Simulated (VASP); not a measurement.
W, 1 atom in the cell. The structure is cubic, space group Pm-3m (No. 221). The conventional cell has a = 2.606 Å, b = 2.606 Å, c = 2.606 Å, α = 90.00°, β = 90.00°, γ = 90.00°. W (site symmetry m-3m) has 6 W at 2.61 Å within 3.4 Å. 

* Program: VASP 6.6.1
* Task: single point
* Functional: PBE
* Potentials or basis: VASP PAW PBE potentials, release 64 (W_sv)
* Cutoff: 520 eV
* k mesh: 21 × 21 × 21
* Occupations: fermi-dirac, width 0.0612256 eV
* Spin: no spin polarisation
* Dipole correction: no
* Further INCAR settings: ALGO = Normal; EDIFF = 1e-06; NBANDS = 13

Potentials or basis: VASP PAW PBE potentials, release 64 (W_sv).

The run is started by

```console
$ cat potpaw_PBE.64/W_sv/POTCAR > POTCAR
$ mpirun -np 1 vasp_std > vasp.out
```

Hardware: 1 thread of Intel(R) Xeon(R) 6975P-C (Granite Rapids), on a shared host.

Q: How long does it take, and how much memory?

A: Run time: 14 s on 1 thread of Intel(R) Xeon(R) 6975P-C (Granite Rapids), on a shared host, peak memory 0.17 GiB. Counts: scf iterations 11, k points 286.
